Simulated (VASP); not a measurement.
# SiNi2 (P6_3/mmc) in VASP: notebook

Runs on SiNi2. Level: PBE+D3(BJ). Tasks: single point, relaxation of cell and atoms.

Everything below comes from runs of VASP 6.6.1. Logs are shortened: lines on timing, memory, paths and dates and some standing lists are left out, and cuts for length are marked.

## (1) The cell of the first run

The structure is hexagonal, space group P6_3/mmc (No. 194). The conventional cell has a = 3.871 Å, b = 3.871 Å, c = 4.917 Å, α = 90.00°, β = 90.00°, γ = 120.00°. Within 3.0 Å of Si (site symmetry -6m2) lie 11 Ni at 2.23 to 2.55 Å. Within 3.2 Å of Ni (site symmetry -3m) lie 8 Ni at 2.46 to 2.55 Å and 6 Si at 2.55 Å. Ni (site symmetry -6m2) has 5 Si at 2.23 to 2.46 Å and 6 Ni at 2.55 Å within 3.0 Å.

## (2) Single point, PBE+D3(BJ)

Input file INCAR:

```
SYSTEM = SiNi2
PREC = Accurate ; ENCUT = 600
EDIFF = 1E-6 ; ISMEAR = 0
SIGMA = 0.1 ; LREAL = .False.
LASPH = .True. ; NELM = 120
ALGO = Normal ; ISIF = 2
LWAVE = .False. ; LCHARG = .False.
GGA = PE ; IVDW = 12
NBANDS = 33 ; GGA_COMPAT = .False.
```

Input file KPOINTS:

```
Automatic mesh
0
Gamma
  12 12 8
  0 0 0
```

Input file POSCAR:

```
SiNi2
1.0
    3.8707940265     -0.0000002913      0.0000000000
   -1.9353967610      3.3522061054      0.0000000000
    0.0000000000      0.0000000000      4.9167479346
Si Ni
2 4
Direct
    0.3333333333      0.6666666667      0.7500000000
    0.6666666667      0.3333333333      0.2500000000
    0.0000000000      0.0000000000      0.0000000000
    0.0000000000      0.0000000000      0.5000000000
    0.3333333333      0.6666666667      0.2500000000
    0.6666666667      0.3333333333      0.7500000000
```

Potentials or basis: VASP PAW PBE potentials, release 64 (Si, Ni).

Launch:

```sh
> cat potpaw_PBE.64/Si/POTCAR potpaw_PBE.64/Ni/POTCAR > POTCAR
> mpirun -np 1 vasp_std > vasp.out
```

OUTCAR:

```text
SYSTEM = SiNi2
   PREC = Accurate
   ENCUT = 600
   EDIFF = 1E-6
   ISMEAR = 0
   LREAL = .False.
   LASPH = .True.
   NELM = 120
   ISIF = 2
   GGA = PE
   IVDW = 12
 IVDW          = 12

 ion  position               nearest neighbor table
   1  0.333  0.667  0.750-   6 2.23   6 2.23   6 2.23   5 2.46   5 2.46   3 2.55   4 2.55   4 2.55
                             3 2.55   4 2.55   3 2.55
   2  0.667  0.333  0.250-   5 2.23   5 2.23   5 2.23   6 2.46   6 2.46   3 2.55   4 2.55   3 2.55
                             4 2.55   3 2.55   4 2.55
   3  0.000  0.000  0.000-   4 2.46   4 2.46   1 2.55   5 2.55   6 2.55   2 2.55   1 2.55   5 2.55
                             2 2.55   6 2.55   2 2.55   6 2.55   1 2.55   5 2.55
   4  0.000  0.000  0.500-   3 2.46   3 2.46   1 2.55   5 2.55   6 2.55   2 2.55   1 2.55   5 2.55
                             2 2.55   6 2.55   2 2.55   6 2.55   1 2.55   5 2.55
   5  0.333  0.667  0.250-   2 2.23   2 2.23   2 2.23   1 2.46   1 2.46   3 2.55   4 2.55   4 2.55
                             3 2.55   4 2.55   3 2.55
   6  0.667  0.333  0.750-   1 2.23   1 2.23   1 2.23   2 2.46   2 2.46   3 2.55   4 2.55   3 2.55
                             4 2.55   3 2.55   4 2.55

  LATTYP: Found a hexagonal cell.
 ALAT       =     3.8707940265
 C/A-ratio  =     1.2702168860

  Lattice vectors:

 A1 = (   3.8707940265,  -0.0000002913,   0.0000000000)
 A2 = (  -1.9353967610,   3.3522061054,   0.0000000000)
 A3 = (   0.0000000000,   0.0000000000,   4.9167479346)

Analysis of symmetry for initial positions (statically):
=====================================================================
 Subroutine PRICEL returns:
 Original cell was already a primitive cell.

 Routine SETGRP: Setting up the symmetry group for a
 hexagonal supercell.

 Subroutine GETGRP returns: Found 24 space group operations
 (whereof 12 operations were pure point group operations)
 out of a pool of 24 trial point group operations.

The static configuration has the point symmetry D_3d.
 The point group associated with its full space group is D_6h.

Analysis of symmetry for dynamics (positions and initial velocities):
=====================================================================
 Subroutine PRICEL returns:
 Original cell was already a primitive cell.

 Routine SETGRP: Setting up the symmetry group for a
 hexagonal supercell.

 Subroutine GETGRP returns: Found 24 space group operations
 (whereof 12 operations were pure point group operations)
 out of a pool of 24 trial point group operations.

The dynamic configuration has the point symmetry D_3d.
 The point group associated with its full space group is D_6h.

 Subroutine INISYM returns: Found 24 space group operations
 (whereof 12 operations are pure point group operations),
 and found     1 'primitive' translations

----------------------------------------------------------------------------------------

                                     Primitive cell

  volume of cell :      63.7982

  direct lattice vectors                    reciprocal lattice vectors
     3.870794027 -0.000000291  0.000000000     0.258344938  0.149155494  0.000000000
    -1.935396761  3.352206105  0.000000000     0.000000022  0.298311026  0.000000000
     0.000000000  0.000000000  4.916747935     0.000000000  0.000000000  0.203386469

  length of vectors
     3.870794027  3.870794026  4.916747935     0.298311026  0.298311026  0.203386469

  position of ions in fractional coordinates (direct lattice)
     0.333333333  0.666666667  0.750000000
     0.666666667  0.333333333  0.250000000
     0.000000000  0.000000000  0.000000000
     0.000000000  0.000000000  0.500000000
     0.333333333  0.666666667  0.250000000
     0.666666667  0.333333333  0.750000000

  ion indices of the primitive-cell ions
   primitive index   ion index
                 1           1
                 2           2
                 3           3
                 4           4
                 5           5
                 6           6

----------------------------------------------------------------------------------------

 KPOINTS: Automatic mesh

Automatic generation of k-mesh.
 Grid dimensions read from file:
 generate k-points for:   12   12    8

 Generating k-lattice:

  Cartesian coordinates                     Fractional coordinates (reciprocal lattice)
     0.021528745  0.012429624  0.000000000     0.083333333  0.000000000  0.000000000
     0.000000002  0.024859252  0.000000000     0.000000000  0.083333333  0.000000000
     0.000000000  0.000000000  0.025423309     0.000000000  0.000000000  0.125000000

  Length of vectors
     0.024859252  0.024859252  0.025423309

  Shift w.r.t. Gamma in fractional coordinates (k-lattice)
     0.000000000  0.000000000  0.000000000

 Subroutine IBZKPT returns following result:
 ===========================================

 Found     95 irreducible k-points:

 Following reciprocal coordinates:
            Coordinates               Weight
  0.000000  0.000000  0.000000      1.000000
  0.083333  0.000000  0.000000      6.000000
  0.166667  0.000000  0.000000      6.000000
  0.250000 -0.000000  0.000000      6.000000
  0.333333 -0.000000  0.000000      6.000000
  0.416667  0.000000  0.000000      6.000000
[... 16 lines left out ...]
  0.250000 -0.000000  0.125000     12.000000
  0.333333 -0.000000  0.125000     12.000000
 [... further k-points ...]
   k-points           NKPTS =     95   k-points in BZ     NKDIM =     95   number of bands    NBANDS=     33
   number of dos      NEDOS =    301   number of ions     NIONS =      6
   total plane-waves  NPLWV =  40960
   dimension x,y,z NGX =    32 NGY =   32 NGZ =   40
   dimension x,y,z NGXF=    64 NGYF=   64 NGZF=   80
   ions per type =               2   4
   NGX,Y,Z   is equivalent  to a cutoff of  13.74, 13.74, 13.52 a.u.
   NGXF,Y,Z  is equivalent  to a cutoff of  27.49, 27.49, 27.05 a.u.
 SYSTEM =  SiNi2
   PREC   = accura    normal or accurate (medium, high low for compatibility)
   ISTART =      0    job   : 0-new  1-cont  2-samecut
   ICHARG =      2    charge: 1-file 2-atom 10-const
   ISPIN  =      1    spin polarized calculation?
   LNONCOLLINEAR =      F non collinear calculations
   LSORBIT =      F    spin-orbit coupling
   LASPH  =      T    aspherical Exc in radial PAW
   ENCUT  =  600.0 eV  44.10 Ry    6.64 a.u.   7.73  7.73  9.82*2*pi/ulx,y,z
   NELM   =    120;   NELMIN=  2; NELMDL= -5     # of ELM steps
   EDIFF  = 0.1E-05   stopping-criterion for ELM
   LREAL  =      F    real-space projection
   EDIFFG = 0.1E-04   stopping-criterion for IOM
   NSW    =      0    number of steps for IOM
   IBRION =     -1    ionic relax: 0-MD 1-quasi-New 2-CG
   NFREE  =      0    steps in history (QN), initial steepest desc. (CG)
   ISIF   =      2    stress and relaxation
   ISYM   =      2    0-nonsym 1-usesym 2-fastsym
   POTIM  = 0.5000    time-step for ionic-motion
   TEBEG  =    0.0;   TEEND  =   0.0 temperature during run
   PSTRESS=    0.0 pullay stress
   NELECT =      48.0000    total number of electrons
   NUPDOWN=      -1.0000    fix difference up-down
   EMIN   =  10.00;   EMAX   =-10.00  energy-range for DOS
   EFERMI =   0.00;   METHOD = LEGACY
   ISMEAR =     0;   SIGMA  =   0.10  broadening in eV -4-tet -1-fermi 0-gaus
   EFERMI_NEDOS =   21; number of points for ismear=-14 and -15
   IALGO  =     38    algorithm
   IMIX   =      4    mixing-type and parameters
     AMIX     =   0.40;   BMIX     =  1.00
     AMIX_MAG =   1.60;   BMIX_MAG =  1.00
  volume/ion in A,a.u.               =      10.63        71.76
  Fermi-wavevector in a.u.,A,eV,Ry     =   1.488969  2.813744 30.164509  2.217029
  Thomas-Fermi vector in A             =   2.601937
   LORBIT       =      0    0 simple, 1 ext, 2 COOP (PROOUT), +10 PAW based schemes
   GGA     = PE    functional components
   LHFCALC =     F    Hartree Fock is set to
   AEXX    =    0.0000 exact exchange contribution
   IVDW    =    12    specifies the selected vdW correction
   LEPSILON=     F    determine dielectric tensor
   LRPA    =     F    only Hartree local field effects (RPA)
 non-spin polarized calculation
 Gauss-broadening in eV      SIGMA  =   0.10
  energy-cutoff  :      600.00
  volume of cell :       63.80
 maximum number of plane-waves:      2173
 NGX is ok and might be reduce to    32
   NGX = 15   NGY = 15   NGZ = 19

 number of electron      47.9999987 magnetization

 Free energy of the ion-electron system (eV)
  ---------------------------------------------------
  ext. energy  EPLUGINS =         0.00000000
  ---------------------------------------------------
  free energy    TOTEN  =       -35.71278689 eV

  energy without entropy =      -35.69548088  energy(sigma->0) =      -35.70413388

 E-fermi :  11.5249     XC(G=0): -13.0803

 val. band max:       11.5226057072   @ k =   0.3333   0.3333   0.2500
 cond. band min:      11.5269304162   @ k =   0.3333  -0.0000   0.2500
 fundamental gap:      0.0043247090
 Fermi energy:        11.5248520159

 k-point     1 :       0.0000    0.0000    0.0000
  band No.  band energies     occupation
      1      -1.2648      2.00000
      2       3.2340      2.00000
      3       4.9557      2.00000
      4       6.3287      2.00000
      5       6.3287      2.00000
      6       7.5038      2.00000
[... 25 lines left out ...]
     32      17.2175      0.00000
     33      19.9282      0.00000

 k-point     2 :       0.0833    0.0000    0.0000
  band No.  band energies     occupation
      1      -1.1739      2.00000
      2       3.2489      2.00000
      3       5.0191      2.00000
      4       6.3170      2.00000
      5       6.3760      2.00000
      6       7.1867      2.00000
[... 25 lines left out ...]
     32      17.7412      0.00000
     33      19.2989      0.00000
[... 754 lines left out ...]
     32      18.3142      0.00000
     33      19.1230      0.00000

 k-point    24 :       0.3333   -0.0000    0.1250
  band No.  band energies     occupation
      1       0.2127      2.00000
      2       2.9714      2.00000
      3       4.9056      2.00000
      4       5.8382      2.00000
      5       6.9302      2.00000
      6       7.0395      2.00000
[... 25 lines left out ...]
     32      18.8367      0.00000
     33      19.9429      0.00000

 [... further k-points ...]

------------------------ aborting loop because EDIFF is reached ----------------------------------------

 Edisp (eV)   -3.06145

 E8    (eV) :    -1.3000

  FORCE on cell =-STRESS in cart. coord.  units (eV):
  Direction    XX          YY          ZZ          XY          YZ          ZX
  --------------------------------------------------------------------------------------
  -------------------------------------------------------------------------------------
  Total      -0.00960    -0.00960    -0.09175     0.00000     0.00000     0.00000
  in kB      -0.24111    -0.24111    -2.30420     0.00000     0.00000     0.00000
  external pressure =       -0.93 kB  Pullay stress =        0.00 kB

 VOLUME and BASIS-vectors are now :
 -----------------------------------------------------------------------------
  energy-cutoff  :      600.00
  volume of cell :       63.80
      direct lattice vectors                 reciprocal lattice vectors
     3.870794027 -0.000000291  0.000000000     0.258344938  0.149155494  0.000000000
    -1.935396761  3.352206105  0.000000000     0.000000022  0.298311026  0.000000000
     0.000000000  0.000000000  4.916747935     0.000000000  0.000000000  0.203386469

 POSITION                                       TOTAL-FORCE (eV/Angst)
 -----------------------------------------------------------------------------------
      0.00000      2.23480      3.68756         0.000000     -0.000000      0.000000
      1.93540      1.11740      1.22919        -0.000000      0.000000      0.000000
      0.00000      0.00000      0.00000         0.000000     -0.000000      0.000000
      0.00000      0.00000      2.45837         0.000000     -0.000000      0.000000
      0.00000      2.23480      1.22919         0.000000      0.000000      0.000000
      1.93540      1.11740      3.68756         0.000000     -0.000000      0.000000
 -----------------------------------------------------------------------------------
    total drift:                                0.000000     -0.000000      0.000000

  FREE ENERGIE OF THE ION-ELECTRON SYSTEM (eV)
  ---------------------------------------------------
  free  energy   TOTEN  =       -38.7742393875 eV

  energy  without entropy=      -38.7569333781  energy(sigma->0) =      -38.76558638
```

It took 7.9 min on 1 thread of Oxide Virtual Turin-like, shared host; peak memory 0.31 GiB.

What came out:

- Free energy: -38.7742 eV
- Pressure: -0.1 GPa
- Band gap on the k mesh: zero (bands 24 and 25 overlap by 3.36 eV)
- Dispersion energy per atom: -0.510 eV

Levels at points of the mesh, in eV from the Fermi level:
```tsv
k point	band 22	band 23	band 24	band 25	band 26	band 27
(0.00, 0.00, 0.00)	-0.65	0.13	2.75	2.75	2.75	2.86
(0.50, 0.00, 0.00)	-1.24	-1.04	-0.70	-0.57	1.20	1.85
(0.00, 0.00, 0.50)	-1.28	2.21	2.21	3.32	3.32	3.32
(0.50, 0.00, 0.50)	-1.29	-0.93	-0.93	0.96	0.96	2.94
```

## (3) Relaxation of cell and atoms, PBE+D3(BJ)

This run uses another cell than the first one, of 11.02 Å³/atom.

Input file INCAR:

```
  PREC = Accurate
  ENCUT = 600
  EDIFF = 1E-7
  ISMEAR = 0
  SIGMA = 0.1
  LREAL = False
  LASPH = True
  NELM = 120
  ALGO = Normal
  ISIF = 3
  LWAVE = False
  LCHARG = False
  GGA = PE
  IVDW = 12
  IBRION = 2
  NSW = 70
  EDIFFG = -0.02
  GGA_COMPAT = False
  NELMIN = 4
```

Input file KPOINTS:

```
regular mesh
0
Gamma
  12 12 8
```

Edit POSCAR of step 2 so:

```diff
@@ -2,5 +2,5 @@
 1.0
-    3.8707940265     -0.0000002913      0.0000000000
-   -1.9353967610      3.3522061054      0.0000000000
-    0.0000000000      0.0000000000      4.9167479346
+    3.9107503375     -0.0000002943      0.0000000000
+   -1.9553749139      3.3868092873      0.0000000000
+    0.0000000000      0.0000000000      4.9920704016
 Si Ni
```

Potentials or basis: VASP PAW PBE potentials, release 64 (Si, Ni).

Launch:

```sh
> cat potpaw_PBE.64/Si/POTCAR potpaw_PBE.64/Ni/POTCAR > POTCAR
> mpirun -np 1 vasp_std > vasp.out
```

Run time: 18 min. Hardware: 1 thread of Oxide Virtual Turin-like, shared host; peak memory 0.3 GiB.

It converged, with:

```
Free energy                           : -38.7752 eV
Relaxed volume                        : 10.62 Å³/atom
Relaxed cell                          : a = 3.869 Å, b = 3.869 Å, c = 4.916 Å, α = 90.00°, β = 90.00°, γ = 120.00°
Space group after relaxing (to 0.1 Å) : P6_3/mmc (No. 194)
Energy gained by relaxing             : 9.2 meV/atom
Ionic steps                           : 5
Pressure after relaxing               : 0.1 GPa
Band gap on the k mesh                : zero (bands 24 and 25 overlap by 3.36 eV)
Dispersion energy per atom            : -0.511 eV
```

Stress tensor (GPa, compression positive):
```
 0.21  0.00  0.00
 0.00  0.21  0.00
 0.00  0.00 -0.07
```

The path:
| step | energy change (eV) | largest force (eV/Å) | pressure (GPa) | volume (Å³) |
| --- | --- | --- | --- | --- |
| 1 | 0.0000 | 0.0000 | -7.23 | 66.12 |
| 2 | 0.0097 | 0.0000 | 9.13 | 61.47 |
| 3 | -0.0541 | 0.0000 | -0.04 | 63.82 |
| 4 | -0.0541 | 0.0000 | 0.16 | 63.78 |
| 5 | -0.0551 | 0.0000 | 0.11 | 63.74 |

Final structure:
```
CELL_PARAMETERS angstrom
3.86945 0.00000 0.00000
-1.93473 3.35105 0.00000
0.00000 0.00000 4.91589
ATOMIC_POSITIONS crystal
Si 0.33333 0.66667 0.75000
Si 0.66667 0.33333 0.25000
Ni 0.00000 0.00000 0.00000
Ni 0.00000 0.00000 0.50000
Ni 0.33333 0.66667 0.25000
Ni 0.66667 0.33333 0.75000
```

Levels at points of the mesh, in eV from the Fermi level:
```csv
k point,band 20,band 21,band 22,band 23,band 24,band 25,band 26,band 27,band 28
"(0.00, 0.00, 0.00)",-1.28,-0.65,-0.65,0.13,2.75,2.75,2.76,2.87,2.87
"(0.50, 0.00, 0.00)",-1.52,-1.36,-1.24,-1.04,-0.71,-0.57,1.21,1.85,3.02
"(0.00, 0.00, 0.50)",-1.28,-1.28,-1.28,2.21,2.21,3.32,3.32,3.32,3.32
"(0.50, 0.00, 0.50)",-1.73,-1.29,-1.29,-0.93,-0.93,0.96,0.96,2.95,2.95
```

Spin polarisation is off, so any magnetic state and its effect on volume and gap are missing.
